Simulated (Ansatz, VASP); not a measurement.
Al32H: VASP beside Ansatz

```
Al H
1.0
     8.10000    0.00000    0.00000
     0.00000    8.10000    0.00000
     0.00000    0.00000    8.10000
Al H
32 1
Direct
  0.49978 0.00024 0.00022
  0.75004 0.25000 0.99870
  0.75006 0.99865 0.25003
  0.00032 0.00029 0.00024
  0.24988 0.25000 0.99410
  0.49978 0.49976 0.00021
  0.75002 0.75000 0.99911
  0.24989 0.99445 0.25012
  0.50586 0.25000 0.25013
  0.75006 0.50135 0.25003
  0.49975 0.00029 0.49968
  0.75007 0.25000 0.50138
  0.75002 0.99911 0.74998
  0.00032 0.49972 0.00024
  0.24997 0.75000 0.99871
  0.99466 0.25000 0.25011
  0.24989 0.50557 0.25012
  0.50130 0.75000 0.25003
  0.00033 0.00028 0.49967
  0.24990 0.25000 0.50532
  0.49975 0.49971 0.49968
  0.75001 0.75000 0.50090
  0.24997 0.99865 0.74994
  0.50131 0.25000 0.74995
  0.75002 0.50089 0.74998
  0.99863 0.75000 0.25002
  0.00033 0.49972 0.49967
  0.24998 0.75000 0.50137
  0.99862 0.25000 0.74993
  0.24997 0.50135 0.74994
  0.50089 0.75000 0.74997
  0.99910 0.75000 0.74998
  0.25387 0.25013 0.24575
```

Alike in both runs: functional PBEsol; k mesh 3 × 3 × 3; occupations fermi-dirac, width 0.15 eV; no spin polarisation.

Ansatz relaxed the structure, and its values are those at the end. VASP's run is a single point on that final structure, the one shown.

|  | VASP | Ansatz |
| --- | --- | --- |
| version | VASP 6.6.1 | Ansatz 0.2.0 |
| potentials or method | VASP PAW PBE potentials, release 64 (Al, H), cutoff 520 eV | scalar-relativistic, plane waves, PAW |
| valence electrons in the cell | 97 | 97 |

|  | VASP | Ansatz | Ansatz less VASP |
| --- | --- | --- | --- |
| rms of the force components (eV/Å) | 0.006 | 0.003 | -0.0029 |

VASP's potentials were made for PBE, not for PBEsol.
